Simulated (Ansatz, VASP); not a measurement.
Two plane-wave programs on MgO

```
Mg O
1.0
     0.00000    2.13515    2.13515
     2.41528    0.00000    2.13515
     2.41528    2.13515    0.00000
Mg O
1 1
Direct
  0.00000 0.00000 0.00000
  0.50000 0.50000 0.50000
```

Change from the starting cell: strain +0.1312 x Voigt [1, 0, 0, 0, 0, 0], atoms carried along.

Alike in both runs: task single point; functional r2SCAN; k mesh 10 × 10 × 10; occupations gaussian, width 0.05 eV; no spin polarisation.

|  | VASP | Ansatz |
| --- | --- | --- |
| version | VASP 6.6.1 | Ansatz 0.2.0 |
| potentials or method | VASP PAW PBE potentials, release 64 (Mg_sv, O), cutoff 750 eV | scalar-relativistic, plane waves, PAW |
| valence electrons in the cell | 16 | 16 |

|  | VASP | Ansatz | Ansatz less VASP |
| --- | --- | --- | --- |
| gap on the k mesh at the Fermi level (eV) | 4.00 | 3.97 | -0.024 |
| least direct gap on the mesh (eV) | 4.00 | 3.97 | -0.024 |
| pressure (GPa) | -17.5 | -17.1 | +0.38 |
| traceless stress, the component that is largest in VASP (GPa) | -3.77 | -3.55 | +0.225 |

VASP's potentials were made for PBE, not for r2SCAN. With one functional, cell and mesh, what is left measures potentials, basis and numerics.
